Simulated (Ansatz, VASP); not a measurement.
Two plane-wave programs on TiSi2

```xyz
3
Lattice="-1.4923 1.7347 4.2675 1.4923 -1.7347 4.2675 1.4923 1.7347 -4.2675" Properties=species:S:1:pos:R:3 pbc="T T T"
Ti    0.0000    0.0000    0.0000
Si    0.0000    0.0000    5.7191
Si    0.0000    0.0000    2.8159
```

Alike in both runs: task single point; functional LDA; k mesh 12 × 12 × 12; occupations fermi-dirac, width 0.05 eV; no spin polarisation.

|  | VASP | Ansatz |
| --- | --- | --- |
| version | VASP 6.6.1 | Ansatz 0.2.0 |
| potentials or method | VASP PAW LDA potentials, release 64 (Ti_sv, Si) | Ansatz PAW |
| plane-wave cutoff (eV) | 520 | 420 |
| valence electrons in the cell | 20 | 20 |

Ansatz gave:

* gap on the k mesh at the Fermi level (eV): none
* pressure (GPa): -11.1
* traceless stress, the component that is largest in VASP (GPa): 1.06
* rms of the force components (eV/Å): 0.067

Which values does VASP return?

gap on the k mesh at the Fermi level (eV): none; pressure (GPa): -10.9; traceless stress, the component that is largest in VASP (GPa): 1.05; rms of the force components (eV/Å): 0.065.

LDA's correlation is that of Perdew and Zunger in VASP and of Perdew and Wang (1992) in Ansatz. Atom by atom the forces differ by 0.002 eV/Å (rms over components). A gap of «none» marks a metal or a gap that the smearing closes.
